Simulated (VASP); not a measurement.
# YbCr2 (P6/mmm) in VASP: a series of runs

The runs below take YbCr2 through single point, with PBE.

Program: VASP 6.6.1. These are calculated values, not measurements. Logs are shortened: lines on timing, memory, paths and dates and some standing lists are left out, and cuts for length are marked.

### 1 The cell of the first run

It takes space group P6/mmm (No. 191, hexagonal). Conventional cell: a = 3.667 Å, b = 3.667 Å, c = 4.798 Å, α = 90.00°, β = 90.00°, γ = 120.00°. Yb (site symmetry 6/mmm) has 12 Cr at 3.20 Å and 6 Yb at 3.67 Å within 4.2 Å. Cr (site symmetry -6m2) has 3 Cr at 2.12 Å within 2.8 Å.

The cell was built from a structure type or drawn by symmetry, and may not be a known phase.

### 2 Single point, PBE

INCAR reads:

```
  ALGO = Normal
  EDIFF = 1E-6
  ENCUT = 600
  GGA = PE
  GGA_COMPAT = False
  ISIF = 2
  ISMEAR = 0
  LASPH = True
  LCHARG = False
  LMAXMIX = 6
  LREAL = False
  LWAVE = False
  NBANDS = 33
  NELM = 200
  PREC = Accurate
  SIGMA = 0.1
```

KPOINTS reads:

```
k-points
0
Gamma
  12 12 10
```

POSCAR reads:

```
YbCr2
1.0
    3.6668697539      0.0000000000      0.0000000000
   -1.8334348770      3.1756023593      0.0000000000
    0.0000000000      0.0000000000      4.7978093940
Yb Cr
1 2
Direct
    0.0000000000      0.0000000000      0.0000000000
    0.6666666667      0.3333333333      0.5000000000
    0.3333333333      0.6666666667      0.5000000000
```

Potentials or basis: VASP PAW PBE potentials, release 64 (Yb, Cr_sv).

Run with:

```
cat potpaw_PBE.64/Yb/POTCAR potpaw_PBE.64/Cr_sv/POTCAR > POTCAR
mpirun -np 1 vasp_std > vasp.out
```

OUTCAR:

```text
EDIFF = 1E-6
   ENCUT = 600
   GGA = PE
   ISIF = 2
   ISMEAR = 0
   LASPH = True
   LREAL = False
   NELM = 200
   PREC = Accurate

 ion  position               nearest neighbor table
   1  0.000  0.000  0.000-   2 3.20   3 3.20   2 3.20   3 3.20   2 3.20   2 3.20   3 3.20   3 3.20
                             2 3.20   2 3.20   3 3.20   3 3.20
   2  0.667  0.333  0.500-   3 2.12   3 2.12   3 2.12   1 3.20   1 3.20   1 3.20   1 3.20   1 3.20
                             1 3.20
   3  0.333  0.667  0.500-   2 2.12   2 2.12   2 2.12   1 3.20   1 3.20   1 3.20   1 3.20   1 3.20
                             1 3.20

  LATTYP: Found a hexagonal cell.
 ALAT       =     3.6668697539
 C/A-ratio  =     1.3084210010

  Lattice vectors:

 A1 = (   3.6668697539,   0.0000000000,   0.0000000000)
 A2 = (  -1.8334348770,   3.1756023593,   0.0000000000)
 A3 = (   0.0000000000,   0.0000000000,   4.7978093940)

Analysis of symmetry for initial positions (statically):
=====================================================================
 Subroutine PRICEL returns:
 Original cell was already a primitive cell.

 Routine SETGRP: Setting up the symmetry group for a
 hexagonal supercell.

 Subroutine GETGRP returns: Found 24 space group operations
 (whereof 24 operations were pure point group operations)
 out of a pool of 24 trial point group operations.

The static configuration has the point symmetry D_6h.

Analysis of symmetry for dynamics (positions and initial velocities):
=====================================================================
 Subroutine PRICEL returns:
 Original cell was already a primitive cell.

 Routine SETGRP: Setting up the symmetry group for a
 hexagonal supercell.

 Subroutine GETGRP returns: Found 24 space group operations
 (whereof 24 operations were pure point group operations)
 out of a pool of 24 trial point group operations.

The dynamic configuration has the point symmetry D_6h.

 Subroutine INISYM returns: Found 24 space group operations
 (whereof 24 operations are pure point group operations),
 and found     1 'primitive' translations

----------------------------------------------------------------------------------------

                                     Primitive cell

  volume of cell :      55.8682

  direct lattice vectors                    reciprocal lattice vectors
     3.666869754  0.000000000  0.000000000     0.272712168  0.157450444  0.000000000
    -1.833434877  3.175602359  0.000000000     0.000000000  0.314900887  0.000000000
     0.000000000  0.000000000  4.797809394     0.000000000  0.000000000  0.208428455

  length of vectors
     3.666869754  3.666869754  4.797809394     0.314900887  0.314900887  0.208428455

  position of ions in fractional coordinates (direct lattice)
     0.000000000  0.000000000  0.000000000
     0.666666667  0.333333333  0.500000000
     0.333333333  0.666666667  0.500000000

  ion indices of the primitive-cell ions
   primitive index   ion index
                 1           1
                 2           2
                 3           3

----------------------------------------------------------------------------------------

 KPOINTS: k-points

Automatic generation of k-mesh.
 Grid dimensions read from file:
 generate k-points for:   12   12   10

 Generating k-lattice:

  Cartesian coordinates                     Fractional coordinates (reciprocal lattice)
     0.022726014  0.013120870  0.000000000     0.083333333  0.000000000  0.000000000
     0.000000000  0.026241741  0.000000000     0.000000000  0.083333333  0.000000000
     0.000000000  0.000000000  0.020842846     0.000000000  0.000000000  0.100000000

  Length of vectors
     0.026241741  0.026241741  0.020842846

  Shift w.r.t. Gamma in fractional coordinates (k-lattice)
     0.000000000  0.000000000  0.000000000

 Subroutine IBZKPT returns following result:
 ===========================================

 Found    114 irreducible k-points:

 Following reciprocal coordinates:
            Coordinates               Weight
  0.000000  0.000000  0.000000      1.000000
  0.083333  0.000000  0.000000      6.000000
  0.166667 -0.000000  0.000000      6.000000
  0.250000 -0.000000  0.000000      6.000000
  0.333333 -0.000000  0.000000      6.000000
  0.416667  0.000000  0.000000      6.000000
[... 16 lines left out ...]
  0.250000 -0.000000  0.100000     12.000000
  0.333333 -0.000000  0.100000     12.000000
 [... further k-points ...]
   k-points           NKPTS =    114   k-points in BZ     NKDIM =    114   number of bands    NBANDS=     33
   number of dos      NEDOS =    301   number of ions     NIONS =      3
   total plane-waves  NPLWV =  36000
   dimension x,y,z NGX =    30 NGY =   30 NGZ =   40
   dimension x,y,z NGXF=    60 NGYF=   60 NGZF=   80
   ions per type =               1   2
   NGX,Y,Z   is equivalent  to a cutoff of  13.60, 13.60, 13.86 a.u.
   NGXF,Y,Z  is equivalent  to a cutoff of  27.20, 27.20, 27.72 a.u.
 SYSTEM =  unknown system
   PREC   = accura    normal or accurate (medium, high low for compatibility)
   ISTART =      0    job   : 0-new  1-cont  2-samecut
   ICHARG =      2    charge: 1-file 2-atom 10-const
   ISPIN  =      1    spin polarized calculation?
   LNONCOLLINEAR =      F non collinear calculations
   LSORBIT =      F    spin-orbit coupling
   LASPH  =      T    aspherical Exc in radial PAW
   ENCUT  =  600.0 eV  44.10 Ry    6.64 a.u.   7.32  7.32  9.58*2*pi/ulx,y,z
   NELM   =    200;   NELMIN=  2; NELMDL= -5     # of ELM steps
   EDIFF  = 0.1E-05   stopping-criterion for ELM
   LREAL  =      F    real-space projection
   EDIFFG = 0.1E-04   stopping-criterion for IOM
   NSW    =      0    number of steps for IOM
   IBRION =     -1    ionic relax: 0-MD 1-quasi-New 2-CG
   NFREE  =      0    steps in history (QN), initial steepest desc. (CG)
   ISIF   =      2    stress and relaxation
   ISYM   =      2    0-nonsym 1-usesym 2-fastsym
   POTIM  = 0.5000    time-step for ionic-motion
   TEBEG  =    0.0;   TEEND  =   0.0 temperature during run
   PSTRESS=    0.0 pullay stress
   NELECT =      52.0000    total number of electrons
   NUPDOWN=      -1.0000    fix difference up-down
   EMIN   =  10.00;   EMAX   =-10.00  energy-range for DOS
   EFERMI =   0.00;   METHOD = LEGACY
   ISMEAR =     0;   SIGMA  =   0.10  broadening in eV -4-tet -1-fermi 0-gaus
   EFERMI_NEDOS =   21; number of points for ismear=-14 and -15
   IALGO  =     38    algorithm
   IMIX   =      4    mixing-type and parameters
     AMIX     =   0.40;   BMIX     =  1.00
     AMIX_MAG =   1.60;   BMIX_MAG =  1.00
  volume/ion in A,a.u.               =      18.62       125.67
  Fermi-wavevector in a.u.,A,eV,Ry     =   1.598408  3.020554 34.761652  2.554909
  Thomas-Fermi vector in A             =   2.695863
   LORBIT       =      0    0 simple, 1 ext, 2 COOP (PROOUT), +10 PAW based schemes
   GGA     = PE    functional components
   LHFCALC =     F    Hartree Fock is set to
   AEXX    =    0.0000 exact exchange contribution
   IVDW    =     0    specifies the selected vdW correction
   LEPSILON=     F    determine dielectric tensor
   LRPA    =     F    only Hartree local field effects (RPA)
 non-spin polarized calculation
 Gauss-broadening in eV      SIGMA  =   0.10
  energy-cutoff  :      600.00
  volume of cell :       55.87
 maximum number of plane-waves:      1903
 NGX is ok and might be reduce to    30
   NGX = 15   NGY = 15   NGZ = 19

 number of electron      51.9999971 magnetization

 Free energy of the ion-electron system (eV)
  ---------------------------------------------------
  ext. energy  EPLUGINS =         0.00000000
  ---------------------------------------------------
  free energy    TOTEN  =       -20.71669229 eV

  energy without entropy =      -20.69439405  energy(sigma->0) =      -20.70554317

 E-fermi :   6.1120     XC(G=0): -11.5138

 val. band max:        6.1093658727   @ k =   0.0000   0.0000   0.3000
 cond. band min:       6.1121748157   @ k =   0.5000  -0.0000   0.5000
 fundamental gap:      0.0028089431
 Fermi energy:         6.1120346301

 k-point     1 :       0.0000    0.0000    0.0000
  band No.  band energies     occupation
      1     -65.0077      2.00000
      2     -64.3528      2.00000
      3     -44.9461      2.00000
      4     -36.9115      2.00000
      5     -36.9115      2.00000
      6     -36.1220      2.00000
[... 25 lines left out ...]
     32       8.5176      0.00000
     33       9.9144      0.00000

 k-point     2 :       0.0833    0.0000    0.0000
  band No.  band energies     occupation
      1     -64.9981      2.00000
      2     -64.3631      2.00000
      3     -44.9452      2.00000
      4     -36.9214      2.00000
      5     -36.8942      2.00000
      6     -36.1153      2.00000
[... 25 lines left out ...]
     32       8.6599      0.00000
     33       9.9825      0.00000

 k-point     3 :       0.1667   -0.0000    0.0000
  band No.  band energies     occupation
      1     -64.9703      2.00000
      2     -64.3929      2.00000
      3     -44.9430      2.00000
      4     -36.9475      2.00000
      5     -36.8437      2.00000
      6     -36.0962      2.00000
[... 25 lines left out ...]
     32       9.0232      0.00000
     33      10.0438      0.00000

 k-point     4 :       0.2500   -0.0000    0.0000
  band No.  band energies     occupation
      1     -64.9269      2.00000
      2     -64.4390      2.00000
      3     -44.9399      2.00000
      4     -36.9816      2.00000
      5     -36.7682      2.00000
      6     -36.0663      2.00000
[... 673 lines left out ...]
     32       9.3453      0.00000
     33      10.0423      0.00000

 k-point    23 :       0.2500   -0.0000    0.1000
  band No.  band energies     occupation
      1     -64.9269      2.00000
      2     -64.4390      2.00000
      3     -44.9399      2.00000
      4     -36.9817      2.00000
      5     -36.7683      2.00000
      6     -36.0663      2.00000
[... 25 lines left out ...]
     32       9.6944      0.00000
     33      10.1840      0.00000

 k-point    24 :       0.3333   -0.0000    0.1000
  band No.  band energies     occupation
      1     -64.8733      2.00000
      2     -64.4954      2.00000
      3     -44.9368      2.00000
      4     -37.0142      2.00000
      5     -36.6816      2.00000
      6     -36.0296      2.00000
[... 25 lines left out ...]
     32       9.8059      0.00000
     33      10.4623      0.00000

 [... further k-points ...]

------------------------ aborting loop because EDIFF is reached ----------------------------------------

  FORCE on cell =-STRESS in cart. coord.  units (eV):
  Direction    XX          YY          ZZ          XY          YZ          ZX
  --------------------------------------------------------------------------------------
  -------------------------------------------------------------------------------------
  Total       -0.3970278     -0.3970278     -0.3635864      0.0000000      0.0000000     -0.0000000
  in kB      -11.3858894    -11.3858894    -10.4268608      0.0000000      0.0000000     -0.0000000
  external PRESSURE =     -11.0662132 kB  Pullay stress =       0.0000000 kB

 VOLUME and BASIS-vectors are now :
 -----------------------------------------------------------------------------
  energy-cutoff  :      600.00
  volume of cell :       55.87
      direct lattice vectors                 reciprocal lattice vectors
     3.666869754  0.000000000  0.000000000     0.272712168  0.157450444  0.000000000
    -1.833434877  3.175602359  0.000000000     0.000000000  0.314900887  0.000000000
     0.000000000  0.000000000  4.797809394     0.000000000  0.000000000  0.208428455

 POSITION                                       TOTAL-FORCE (eV/Angst)
 -----------------------------------------------------------------------------------
      0.00000      0.00000      0.00000         0.000000      0.000000      0.000000
      1.83343      1.05853      2.39890        -0.000000     -0.000000     -0.000000
     -0.00000      2.11707      2.39890         0.000000      0.000000      0.000000
 -----------------------------------------------------------------------------------
    total drift:                                0.000000     -0.000000     -0.000000

  FREE ENERGIE OF THE ION-ELECTRON SYSTEM (eV)
  ---------------------------------------------------
  free  energy   TOTEN  =       -20.7166922893 eV

  energy  without entropy=      -20.6943940475  energy(sigma->0) =      -20.70554317
```

It took 21 min on 1 thread of Intel Xeon Platinum 8375C at 2.90GHz (Ice Lake), shared host; peak memory 0.4 GiB.

What came out:

```
Free energy            : -20.7167 eV
Pressure               : -1.1 GPa
Band gap on the k mesh : zero (bands 26 and 27 overlap by 0.78 eV)
```

Stress tensor (GPa, compression positive):
```
-1.14  0.00  0.00
 0.00 -1.14  0.00
 0.00  0.00 -1.04
```

Levels at points of the mesh, in eV from the Fermi level:
```
           k point  band 22  band 23  band 24  band 25  band 26  band 27  band 28  band 29  band 30  band 31
(0.00, 0.00, 0.00)    -0.08    -0.08     0.02     0.02     0.07     0.07     1.53     1.63     1.63     2.07
(0.50, 0.00, 0.00)    -0.26    -0.24    -0.23    -0.22    -0.22    -0.17     0.21     2.75     2.98     3.42
(0.00, 0.00, 0.50)    -0.30    -0.26    -0.26    -0.18    -0.11     0.15     0.15     2.04     2.04     2.20
(0.50, 0.00, 0.50)    -0.26    -0.24    -0.23    -0.14     0.00     0.50     1.26     1.28     2.69     3.00
```

Caveat: spin-orbit coupling is left out, which moves the levels of the heavy elements; the run has no spin polarisation, though such a crystal can be magnetic.

### 3 Single point, PBE, collinear spin, ferromagnetic start

This run uses another cell than the first one, of 17.51 Å³/atom.

INCAR reads:

```
PREC = Accurate
ENCUT = 600
EDIFF = 1E-6
ISMEAR = 0
SIGMA = 0.1
LREAL = False
LASPH = True
NELM = 200
ALGO = Normal
ISIF = 2
LWAVE = False
LCHARG = False
ISPIN = 2
MAGMOM = 0 3 3
LORBIT = 11
LMAXMIX = 6
GGA = PE
NBANDS = 37
GGA_COMPAT = False
```

KPOINTS reads:

```
regular mesh
0
Gamma
  6 6 4
```

POSCAR reads:

```
YbCr2
1.0
    3.6508510400      0.0000000000      0.0000000000
   -1.8254255200      3.1617297500      0.0000000000
    0.0000000000      0.0000000000      4.5504627100
Yb Cr
1 2
Direct
    0.0000000000      0.0000000000      0.0000000000
    0.6666666700      0.3333333300      0.5000000000
    0.3333333300      0.6666666700      0.5000000000
```

Potentials or basis: VASP PAW PBE potentials, release 64 (Yb, Cr_sv).

Run with:

```
cat potpaw_PBE.64/Yb/POTCAR potpaw_PBE.64/Cr_sv/POTCAR > POTCAR
mpirun -np 1 vasp_std > vasp.out
```

OUTCAR:

```text
PREC = Accurate
   ENCUT = 600
   EDIFF = 1E-6
   ISMEAR = 0
   LREAL = False
   LASPH = True
   NELM = 200
   ISIF = 2
   ISPIN = 2
   LORBIT = 11
   GGA = PE

 ion  position               nearest neighbor table
   1  0.000  0.000  0.000-   2 3.10   3 3.10   2 3.10   3 3.10   2 3.10   2 3.10   3 3.10   3 3.10
                             2 3.10   2 3.10   3 3.10   3 3.10
   2  0.667  0.333  0.500-   3 2.11   3 2.11   3 2.11   1 3.10   1 3.10   1 3.10   1 3.10   1 3.10
                             1 3.10
   3  0.333  0.667  0.500-   2 2.11   2 2.11   2 2.11   1 3.10   1 3.10   1 3.10   1 3.10   1 3.10
                             1 3.10

  LATTYP: Found a hexagonal cell.
 ALAT       =     3.6508510400
 C/A-ratio  =     1.2464114970

  Lattice vectors:

 A1 = (   3.6508510400,   0.0000000000,   0.0000000000)
 A2 = (  -1.8254255200,   3.1617297500,   0.0000000000)
 A3 = (   0.0000000000,   0.0000000000,   4.5504627100)
[... 1880 lines left out ...]
     37      16.5913      0.00000

------------------------ aborting loop because EDIFF is reached ----------------------------------------

  FORCE on cell =-STRESS in cart. coord.  units (eV):
  Direction    XX          YY          ZZ          XY          YZ          ZX
  --------------------------------------------------------------------------------------
  -------------------------------------------------------------------------------------
  Total        0.9806900      0.9806901      1.6670422      0.0000000     -0.0000000      0.0000000
  in kB       29.9135483     29.9135484     50.8490400      0.0000000     -0.0000000      0.0000000
  external PRESSURE =      36.8920456 kB  Pullay stress =       0.0000000 kB

 VOLUME and BASIS-vectors are now :
 -----------------------------------------------------------------------------
  energy-cutoff  :      600.00
  volume of cell :       52.53
      direct lattice vectors                 reciprocal lattice vectors
     3.650851040  0.000000000  0.000000000     0.273908738  0.158141283  0.000000000
    -1.825425520  3.161729750  0.000000000     0.000000000  0.316282567  0.000000000
     0.000000000  0.000000000  4.550462710     0.000000000  0.000000000  0.219757872

 POSITION                                       TOTAL-FORCE (eV/Angst)
 -----------------------------------------------------------------------------------
      0.00000      0.00000      0.00000         0.000000      0.000000      0.000000
      1.82543      1.05391      2.27523         0.000000     -0.000000     -0.000000
     -0.00000      2.10782      2.27523        -0.000000      0.000000      0.000000
 -----------------------------------------------------------------------------------
    total drift:                               -0.000000      0.000000      0.000000

  FREE ENERGIE OF THE ION-ELECTRON SYSTEM (eV)
  ---------------------------------------------------
  free  energy   TOTEN  =       -20.6336794740 eV

  energy  without entropy=      -20.6098936402  energy(sigma->0) =      -20.62178656

 total charge

# of ion       s       p       d       f       tot
--------------------------------------------------
    1        2.194   6.076   0.478  13.419  22.168
    2        2.218   5.958   3.854   0.000  12.030
    3        2.218   5.958   3.854   0.000  12.030
--------------------------------------------------
tot          6.630  17.993   8.187  13.419  46.228

 magnetization (x)

# of ion       s       p       d       f       tot
--------------------------------------------------
    1       -0.000   0.000  -0.000  -0.028  -0.028
    2       -0.000   0.000  -0.000   0.000  -0.000
    3       -0.000   0.000  -0.000   0.000  -0.000
--------------------------------------------------
tot         -0.000   0.000  -0.001  -0.028  -0.029
```

Run time: 12 min. Hardware: 1 thread of Intel Xeon Platinum 8259CL at 2.50GHz (Skylake/Cascade Lake), shared host; peak memory 0.27 GiB.

Results:

```yaml
Free_energy: -20.6337 eV
Pressure: 3.7 GPa
Band_gap_on_the_k_mesh: zero (filled and empty bands overlap)
Net_moment: -0.03 μB per cell
Site_moments: Yb -0.03; Cr -0.00 μB
Valence_electrons_inside_the_program's_atomic_spheres: Yb 22.17; Cr 12.03
```

Caveat: the cell stands under pressure; spin-orbit coupling is left out, which moves the levels of the heavy elements.
